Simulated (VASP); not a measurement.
## AlN: single point with PBE

The system is AlN.

```
CELL_PARAMETERS angstrom
3.11100 0.00000 0.00000
-1.55550 2.69421 0.00000
0.00000 0.00000 4.97800
ATOMIC_POSITIONS crystal
Al 0.33333 0.66667 0.00000
Al 0.66667 0.33333 0.50000
N 0.18123 0.55532 0.38500
N 0.66667 0.33333 0.88500
```

This cell differs from its parent crystal: atom 3 (N) moved by (-0.300, -0.300) A along x and y.

| Item | Value |
| --- | --- |
| Program | VASP 6.6.1 |
| Task | single point |
| Functional | PBE |
| Potentials or basis | VASP PAW PBE potentials, release 64 (Al, N) |
| Cutoff | 520 eV |
| k mesh | 12 × 12 × 6 |
| Occupations | gaussian, width 0.05 eV |
| Spin | no spin polarisation |
| Dipole correction | no |
| Further INCAR settings | ALGO = Normal; EDIFF = 1e-06; NBANDS = 16 |

```json
{"Pressure": "21.8 GPa", "Largest force": "15.163 eV/Å", "Band gap on the k mesh": "3.71 eV"}
```

Forces on the atoms (eV/Å):
```
Al   -0.439  -0.461   0.526
Al  -11.863  -5.965   4.668
N    12.699   6.663  -4.925
N    -0.397  -0.237  -0.269
```

Stress tensor (GPa, compression positive):
```
 47.78  23.76 -22.81
 23.76   6.52 -10.12
-22.81 -10.12  11.19
```

Levels at points of the mesh, in eV from the valence-band top:
```
           k point  band 4  band 5  band 6  band 7  band 8  band 9  band 10  band 11  band 12  band 13
(0.00, 0.00, 0.00)   -1.69   -0.91   -0.66   -0.31    0.00    3.71     6.29     9.55    10.60    11.44
(0.50, 0.00, 0.00)   -5.04   -2.97   -2.82   -2.19   -0.72    5.09     6.96     8.42     8.58    10.47
(0.00, 0.50, 0.00)   -4.05   -3.85   -2.43   -1.38   -1.06    4.41     5.94     7.17     9.75    10.30
(0.50, 0.50, 0.00)   -4.20   -3.80   -2.20   -1.69   -1.11    5.04     5.83     7.09     9.68    10.14
(0.00, 0.00, 0.50)   -3.48   -1.34   -0.90   -0.83   -0.23    5.60     6.04     9.69    10.16    10.71
(0.50, 0.00, 0.50)   -5.95   -1.83   -1.52   -1.26   -1.10    4.58     4.67     8.44     9.06    10.60
(0.00, 0.50, 0.50)   -5.42   -2.32   -1.93   -1.89   -1.46    5.40     5.51     8.00     8.57    11.35
(0.50, 0.50, 0.50)   -5.67   -2.17   -1.79   -1.66   -1.19    4.90     5.19     8.11     8.71    10.93
```

It took 75 s on 1 thread of Intel(R) Xeon(R) 6975P-C (Granite Rapids), on a shared host, peak memory 0.34 GiB.

Caveat: the cell differs from its parent crystal (atom 3 (N) moved by (-0.300, -0.300) A along x and y); the cell stands under pressure; forces of over 1 eV/Å act on the atoms, so gaps and moduli don't describe the material at rest. A k mesh can miss the band edges.
